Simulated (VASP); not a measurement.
# C (P2_1) in VASP: a series of runs

Runs on C. Level: PBE. Tasks: single point.

Everything below comes from runs of VASP 6.6.1. Logs are shortened: lines on timing, memory, paths and dates and some standing lists are left out, and cuts for length are marked.

## Step 1: The cell of the first run

Symmetry: P2_1, No. 4, monoclinic system. Conventional cell: a = 2.518 Å, b = 8.305 Å, c = 2.518 Å, α = 90.00°, β = 120.00°, γ = 90.00°. C (site symmetry 1) has 4 C at 1.53 to 1.55 Å within 2.0 Å. C (site symmetry 1) has 4 C at 1.54 to 1.56 Å within 2.0 Å. C (site symmetry 1) has 4 C at 1.53 to 1.58 Å within 2.0 Å. C (site symmetry 1) has 4 C at 1.54 to 1.58 Å within 2.0 Å.

## Step 2: Single point, PBE

Input file INCAR:

```
PREC = Accurate
ENCUT = 520
EDIFF = 1E-6
ISMEAR = 0
SIGMA = 0.05
LREAL = False
LASPH = True
NELM = 60
ALGO = Normal
ISIF = 2
LWAVE = False
LCHARG = True
GGA = PE
LELF = True
LVHAR = True
NBANDS = 26
```

Input file KPOINTS:

```
Automatic mesh
0
Gamma
  12 12 4
```

Input file POSCAR:

```
C
1.0
    2.5180642186      0.0000000000      0.0000000000
   -1.2590321093      2.1807075817      0.0000000000
    0.0000000000      0.0000000000      8.3046919353
C
8
Direct
   -0.0382790287     -0.0212774974      0.0929732494
    0.0382790287      0.0212774974      0.5929732494
    0.0382790287      0.0212774974      0.4070267506
   -0.0382790287     -0.0212774974      0.9070267506
    0.3019877926      0.6492431665      0.1555299995
    0.6980122074      0.3507568335      0.6555299995
    0.3646788741      0.6840901669      0.3444700005
    0.6353211259      0.3159098331      0.8444700005
```

Potentials or basis: VASP PAW PBE potentials, release 64 (C).

Command:

```
$ cat potpaw_PBE.64/C/POTCAR > POTCAR
$ mpirun -np 1 vasp_std > vasp.out
```

OUTCAR:

```text
PREC = Accurate
   ENCUT = 520
   EDIFF = 1E-6
   ISMEAR = 0
   LREAL = False
   LASPH = True
   NELM = 60
   ISIF = 2
   GGA = PE

 ion  position               nearest neighbor table
   1  0.962  0.979  0.093-   5 1.53   4 1.54   5 1.55   5 1.55
   2  0.038  0.021  0.593-   6 1.53   3 1.54   6 1.55   6 1.55
   3  0.038  0.021  0.407-   7 1.54   7 1.54   2 1.54   7 1.56
   4  0.962  0.979  0.907-   8 1.54   8 1.54   1 1.54   8 1.56
   5  0.302  0.649  0.156-   1 1.53   1 1.55   1 1.55   7 1.58
   6  0.698  0.351  0.656-   2 1.53   2 1.55   2 1.55   8 1.58
   7  0.365  0.684  0.344-   3 1.54   3 1.54   3 1.56   5 1.58
   8  0.635  0.316  0.844-   4 1.54   4 1.54   4 1.56   6 1.58

  LATTYP: Found a hexagonal cell.
 ALAT       =     2.5180642186
 C/A-ratio  =     3.2980461237

  Lattice vectors:

 A1 = (   2.5180642186,   0.0000000000,   0.0000000000)
 A2 = (  -1.2590321093,   2.1807075817,   0.0000000000)
 A3 = (   0.0000000000,   0.0000000000,   8.3046919353)

Analysis of symmetry for initial positions (statically):
=====================================================================
 Subroutine PRICEL returns:
 Original cell was already a primitive cell.

 Routine SETGRP: Setting up the symmetry group for a
 hexagonal supercell.

 Subroutine GETGRP returns: Found  2 space group operations
 (whereof  1 operations were pure point group operations)
 out of a pool of 24 trial point group operations.

The static configuration has the point symmetry C_1 .
 The point group associated with its full space group is C_2 .

Analysis of symmetry for dynamics (positions and initial velocities):
=====================================================================
 Subroutine PRICEL returns:
 Original cell was already a primitive cell.

 Routine SETGRP: Setting up the symmetry group for a
 hexagonal supercell.

 Subroutine GETGRP returns: Found  2 space group operations
 (whereof  1 operations were pure point group operations)
 out of a pool of 24 trial point group operations.

The dynamic configuration has the point symmetry C_1 .
 The point group associated with its full space group is C_2 .

 Subroutine INISYM returns: Found  2 space group operations
 (whereof  1 operations are pure point group operations),
 and found     1 'primitive' translations

----------------------------------------------------------------------------------------

                                     Primitive cell

  volume of cell :      45.6024

  direct lattice vectors                    reciprocal lattice vectors
     2.518064219  0.000000000  0.000000000     0.397130459  0.229283378  0.000000000
    -1.259032109  2.180707582  0.000000000     0.000000000  0.458566755  0.000000000
     0.000000000  0.000000000  8.304691935     0.000000000  0.000000000  0.120413859

  length of vectors
     2.518064219  2.518064219  8.304691935     0.458566755  0.458566755  0.120413859

  position of ions in fractional coordinates (direct lattice)
     0.961720971  0.978722503  0.092973249
     0.038279029  0.021277497  0.592973249
     0.038279029  0.021277497  0.407026751
     0.961720971  0.978722503  0.907026751
     0.301987793  0.649243166  0.155529999
     0.698012207  0.350756834  0.655529999
     0.364678874  0.684090167  0.344470001
     0.635321126  0.315909833  0.844470001

  ion indices of the primitive-cell ions
   primitive index   ion index
                 1           1
                 2           2
                 3           3
                 4           4
                 5           5
                 6           6
                 7           7
                 8           8

----------------------------------------------------------------------------------------

 KPOINTS: Automatic mesh

Automatic generation of k-mesh.
 Grid dimensions read from file:
 generate k-points for:   12   12    4

 Generating k-lattice:

  Cartesian coordinates                     Fractional coordinates (reciprocal lattice)
     0.033094205  0.019106948  0.000000000     0.083333333  0.000000000  0.000000000
     0.000000000  0.038213896  0.000000000     0.000000000  0.083333333  0.000000000
     0.000000000  0.000000000  0.030103465     0.000000000  0.000000000  0.250000000

  Length of vectors
     0.038213896  0.038213896  0.030103465

  Shift w.r.t. Gamma in fractional coordinates (k-lattice)
     0.000000000  0.000000000  0.000000000

 Subroutine IBZKPT returns following result:
 ===========================================

 Found    222 irreducible k-points:

 Following reciprocal coordinates:
            Coordinates               Weight
  0.000000  0.000000  0.000000      1.000000
  0.083333 -0.000000  0.000000      2.000000
  0.000000  0.083333  0.000000      2.000000
 -0.083333  0.083333  0.000000      2.000000
  0.166667 -0.000000  0.000000      2.000000
  0.000000  0.166667  0.000000      2.000000
[... 16 lines left out ...]
  0.166667  0.083333  0.000000      2.000000
 -0.083333  0.250000  0.000000      2.000000
 [... further k-points ...]
   k-points           NKPTS =    222   k-points in BZ     NKDIM =    222   number of bands    NBANDS=     26
   number of dos      NEDOS =    301   number of ions     NIONS =      8
   total plane-waves  NPLWV =  25600
   dimension x,y,z NGX =    20 NGY =   20 NGZ =   64
   dimension x,y,z NGXF=    40 NGYF=   40 NGZF=  128
   ions per type =               8
   NGX,Y,Z   is equivalent  to a cutoff of  13.20, 13.20, 12.81 a.u.
   NGXF,Y,Z  is equivalent  to a cutoff of  26.41, 26.41, 25.62 a.u.
 SYSTEM =  unknown system
   PREC   = accura    normal or accurate (medium, high low for compatibility)
   ISTART =      0    job   : 0-new  1-cont  2-samecut
   ICHARG =      2    charge: 1-file 2-atom 10-const
   ISPIN  =      1    spin polarized calculation?
   LNONCOLLINEAR =      F non collinear calculations
   LSORBIT =      F    spin-orbit coupling
   LASPH  =      T    aspherical Exc in radial PAW
   ENCUT  =  520.0 eV  38.22 Ry    6.18 a.u.   4.68  4.68 15.44*2*pi/ulx,y,z
   NELM   =     60;   NELMIN=  2; NELMDL= -5     # of ELM steps
   EDIFF  = 0.1E-05   stopping-criterion for ELM
   LREAL  =      F    real-space projection
   EDIFFG = 0.1E-04   stopping-criterion for IOM
   NSW    =      0    number of steps for IOM
   IBRION =     -1    ionic relax: 0-MD 1-quasi-New 2-CG
   NFREE  =      0    steps in history (QN), initial steepest desc. (CG)
   ISIF   =      2    stress and relaxation
   ISYM   =      2    0-nonsym 1-usesym 2-fastsym
   POTIM  = 0.5000    time-step for ionic-motion
   TEBEG  =    0.0;   TEEND  =   0.0 temperature during run
   PSTRESS=    0.0 pullay stress
   NELECT =      32.0000    total number of electrons
   NUPDOWN=      -1.0000    fix difference up-down
   EMIN   =  10.00;   EMAX   =-10.00  energy-range for DOS
   EFERMI =   0.00;   METHOD = LEGACY
   ISMEAR =     0;   SIGMA  =   0.05  broadening in eV -4-tet -1-fermi 0-gaus
   EFERMI_NEDOS =   21; number of points for ismear=-14 and -15
   IALGO  =     38    algorithm
   IMIX   =      4    mixing-type and parameters
     AMIX     =   0.40;   BMIX     =  1.00
     AMIX_MAG =   1.60;   BMIX_MAG =  1.00
  volume/ion in A,a.u.               =       5.70        38.47
  Fermi-wavevector in a.u.,A,eV,Ry     =   1.454774  2.749124 28.794932  2.116368
  Thomas-Fermi vector in A             =   2.571886
   LORBIT       =      0    0 simple, 1 ext, 2 COOP (PROOUT), +10 PAW based schemes
   GGA     = PE    functional components
   LHFCALC =     F    Hartree Fock is set to
   AEXX    =    0.0000 exact exchange contribution
   IVDW    =     0    specifies the selected vdW correction
   LEPSILON=     F    determine dielectric tensor
   LRPA    =     F    only Hartree local field effects (RPA)
 non-spin polarized calculation
 Gauss-broadening in eV      SIGMA  =   0.05
  energy-cutoff  :      520.00
  volume of cell :       45.60
 maximum number of plane-waves:      1243
   NGX =  9   NGY =  9   NGZ = 31

 number of electron      31.9999997 magnetization

 Free energy of the ion-electron system (eV)
  ---------------------------------------------------
  ext. energy  EPLUGINS =         0.00000000
  ---------------------------------------------------
  free energy    TOTEN  =       -72.51316511 eV

  energy without entropy =      -72.51316511  energy(sigma->0) =      -72.51316511

 E-fermi :  10.0809     XC(G=0): -13.2274

 val. band max:        9.7764174631   @ k =   0.0000   0.0000   0.0000
 cond. band min:      14.2885504827   @ k =   0.4167  -0.0000   0.0000
 fundamental gap:      4.5121330196
 Fermi energy:        10.0808713146

 k-point     1 :       0.0000    0.0000    0.0000
  band No.  band energies     occupation
      1     -11.7655      2.00000
      2     -10.1313      2.00000
      3     -10.0212      2.00000
      4      -6.1263      2.00000
      5      -3.6552      2.00000
      6       2.9601      2.00000
[... 18 lines left out ...]
     25      17.9724      0.00000
     26      18.2816      0.00000

 k-point     2 :       0.0833   -0.0000    0.0000
  band No.  band energies     occupation
      1     -11.5942      2.00000
      2      -9.9626      2.00000
      3      -9.8532      2.00000
      4      -5.9735      2.00000
      5      -3.4970      2.00000
      6       3.0447      2.00000
[... 18 lines left out ...]
     25      18.4346      0.00000
     26      18.8302      0.00000

 k-point     3 :       0.0000    0.0833    0.0000
  band No.  band energies     occupation
      1     -11.5942      2.00000
      2      -9.9626      2.00000
      3      -9.8532      2.00000
      4      -5.9734      2.00000
      5      -3.4971      2.00000
      6       3.0447      2.00000
[... 572 lines left out ...]
 k-point    23 :       0.1667    0.0833    0.0000
  band No.  band energies     occupation
      1     -10.5735      2.00000
      2      -8.9585      2.00000
      3      -8.8542      2.00000
      4      -5.0638      2.00000
      5      -2.5967      2.00000
      6       2.7442      2.00000
[... 18 lines left out ...]
     25      19.6825      0.00000
     26      20.6220      0.00000

 k-point    24 :      -0.0833    0.2500    0.0000
  band No.  band energies     occupation
      1     -10.5735      2.00000
      2      -8.9584      2.00000
      3      -8.8545      2.00000
      4      -5.0634      2.00000
      5      -2.5980      2.00000
      6       2.7456      2.00000
[... 18 lines left out ...]
     25      19.7003      0.00000
     26      20.6012      0.00000

 [... further k-points ...]
[... 5 lines left out ...]
  --------------------------------------------------------------------------------------
  -------------------------------------------------------------------------------------
  Total        0.1136856      0.2130376      0.2639757     -0.1186467      0.0000000      0.0000000
  in kB        3.9941869      7.4847797      9.2744211     -4.1684885      0.0000000      0.0000000
  external PRESSURE =       6.9177959 kB  Pullay stress =       0.0000000 kB

 VOLUME and BASIS-vectors are now :
 -----------------------------------------------------------------------------
  energy-cutoff  :      520.00
  volume of cell :       45.60
      direct lattice vectors                 reciprocal lattice vectors
     2.518064219  0.000000000  0.000000000     0.397130459  0.229283378  0.000000000
    -1.259032109  2.180707582  0.000000000     0.000000000  0.458566755  0.000000000
     0.000000000  0.000000000  8.304691935     0.000000000  0.000000000  0.120413859

 POSITION                                       TOTAL-FORCE (eV/Angst)
 -----------------------------------------------------------------------------------
      1.18943      2.13431      0.77211         0.490892      0.322414     -0.000787
      0.06960      0.04640      4.92446        -0.490892     -0.322414     -0.000787
      0.06960      0.04640      3.38023        -0.451960     -0.306154     -0.000320
      1.18943      2.13431      7.53258         0.451960      0.306154     -0.000320
     -0.05699      1.41581      1.29163         0.350933      0.240418      0.018403
      1.31603      0.76490      5.44397        -0.350933     -0.240418      0.018403
      0.05699      1.49180      2.86072        -0.403039     -0.262198     -0.017295
      1.20204      0.68891      7.01306         0.403039      0.262198     -0.017295
 -----------------------------------------------------------------------------------
    total drift:                               -0.000000     -0.000000     -0.000079

  FREE ENERGIE OF THE ION-ELECTRON SYSTEM (eV)
  ---------------------------------------------------
  free  energy   TOTEN  =       -72.5131651115 eV

  energy  without entropy=      -72.5131651115  energy(sigma->0) =      -72.51316511
```

Run time: 5.8 min. Hardware: 1 thread of Intel Xeon 8259CL, shared host; peak memory 0.29 GiB.

What came out:

```yaml
Free_energy: -72.5132 eV
Pressure: 0.7 GPa
Largest_force: 0.587 eV/Å
Band_gap_on_the_k_mesh: 4.51 eV (least direct gap 5.31 eV)
```

Forces on the atoms (eV/Å):
```
C    0.491  0.322 -0.001
C   -0.491 -0.322 -0.001
C   -0.452 -0.306  0.000
C    0.452  0.306  0.000
C    0.351  0.240  0.018
C   -0.351 -0.240  0.018
C   -0.403 -0.262 -0.017
C    0.403  0.262 -0.017
```

Stress tensor (GPa, compression positive):
```
 0.40 -0.42  0.00
-0.42  0.75  0.00
 0.00  0.00  0.93
```

Levels at points of the mesh, in eV from the valence-band top:
| k point | band 14 | band 15 | band 16 | band 17 | band 18 | band 19 |
| --- | --- | --- | --- | --- | --- | --- |
| (0.00, 0.00, 0.00) | -0.14 | -0.04 | 0.00 | 5.31 | 5.32 | 5.44 |
| (0.50, 0.00, 0.00) | -4.54 | -3.60 | -2.94 | 4.60 | 5.32 | 5.98 |
| (0.00, 0.50, 0.00) | -4.61 | -3.58 | -2.97 | 4.66 | 5.49 | 6.01 |
| (0.50, 0.50, 0.00) | -4.62 | -3.58 | -2.98 | 4.66 | 5.52 | 6.00 |
| (0.00, 0.00, 0.50) | -0.65 | -0.63 | -0.63 | 6.06 | 6.06 | 6.07 |
| (0.50, 0.00, 0.50) | -4.63 | -3.63 | -3.63 | 4.93 | 4.93 | 6.69 |
| (0.00, 0.50, 0.50) | -4.68 | -3.63 | -3.63 | 4.99 | 4.99 | 6.89 |
| (0.50, 0.50, 0.50) | -4.68 | -3.63 | -3.63 | 5.00 | 5.00 | 6.92 |

(Continued in part 2 of 2.)
